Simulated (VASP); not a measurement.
Crystal: HgTe.

```
CELL_PARAMETERS angstrom
4.23364 0.00000 0.00000
-2.11682 3.66644 0.00000
0.00000 0.00000 7.39658
ATOMIC_POSITIONS crystal
Hg 0.00000 0.00000 0.00000
Hg 0.00000 0.00000 0.50000
Te 0.33333 0.66667 0.25000
Te 0.66667 0.33333 0.75000
```

Base run:

* Program: VASP 6.6.1
* Functional: PBE
* Potentials or basis: VASP PAW PBE potentials, release 64 (Hg, Te)
* Cutoff: 520 eV
* k mesh: 12 × 12 × 4
* Occupations: fermi-dirac, width 0.02 eV
* Spin: no spin polarisation

Its results: band gap on the k mesh zero (bands 18 and 19 overlap by 2.33 eV); pressure 1.4 GPa.

Problem. The run is repeated on the same cell with these changes: functional from PBE to r2SCAN; further incar settings from ALGO = Normal; EDIFF = 1e-06; NBANDS = 26 to ALGO = Normal; EDIFF = 1e-07; NBANDS = 26. What comes out?

Solution. Band gap on the k mesh zero (bands 18 and 19 overlap by 2.38 eV); pressure 0.2 GPa.

Caveats: spin-orbit coupling is left out, which moves the levels of the heavy elements; the PAW data sets were made with another functional, which shifts forces and pressure a little (at least some runs).
